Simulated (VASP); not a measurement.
Runs of VASP 6.6.1 on Sc. The structure is that of space group P6_3/mmc (No. 194), or close to it. The cells are those of the table. 

```csv
task,level,potentials or basis,cell,cutoff (eV),smearing,gap on the mesh (eV),pressure (GPa)
single point,PBEsol,"VASP PAW PBE potentials, release 64 (Sc_sv)","a = 3.309, b = 3.309, c = 5.168 Å, angles 90.0, 90.0, 120.0°, 2 atoms",500,fermi-dirac 0.05 eV,none,(a)
single point,PBEsol,"VASP PAW PBE potentials, release 64 (Sc_sv)","a = 3.309, b = 3.309, c = 5.379 Å, angles 90.0, 90.0, 120.0°, 2 atoms",500,fermi-dirac 0.05 eV,none,-3.7
relaxation of cell and atoms,r2SCAN,"VASP PAW PBE potentials, release 64 (Sc_sv)","relaxed from a = 3.309, b = 3.309, c = 5.273 Å, angles 90.0, 90.0, 120.0°, 2 atoms",600,fermi-dirac 0.05 eV,none,0.0
single point,PBEsol,"VASP PAW PBE potentials, release 64 (Sc_sv)","a = 3.241, b = 3.241, c = 5.166 Å, angles 90.0, 90.0, 120.0°, 2 atoms",520,fermi-dirac 0.05 eV,none,0.5
single point,LDA,"VASP PAW LDA potentials, release 64 (Sc_sv)","a = 3.309, b = 3.309, c = 5.273 Å, angles 90.0, 90.0, 120.0°, 2 atoms",520,gaussian 0.05 eV,none,-5.3
single point,PBE,"VASP PAW PBE potentials, release 64 (Sc_sv)","a = 3.281, b = 3.281, c = 5.111 Å, angles 90.0, 90.0, 120.0°, 2 atoms",520,fermi-dirac 0.05 eV,none,2.0
single point,LDA,"VASP PAW LDA potentials, release 64 (Sc_sv)","a = 3.229, b = 3.229, c = 4.996 Å, angles 90.0, 90.0, 120.0°, 2 atoms",520,fermi-dirac 0.05 eV,none,(b)
single point,PBE,"VASP PAW PBE potentials, release 64 (Sc_sv)","a = 3.287, b = 3.287, c = 5.238 Å, angles 90.0, 90.0, 120.0°, 2 atoms",520,fermi-dirac 0.05 eV,none,0.4
```

Alike in all rows: no spin polarisation; k mesh 9 × 9 × 5.

Estimate the missing entries.

(a) -1.9; (b) 0.1.

Caveats: the PAW data sets were made with another functional, which shifts forces and pressure a little (at least some runs); the cell stands under tension (at least some runs).

A gap of «none» marks levels without a gap at the run's occupations.
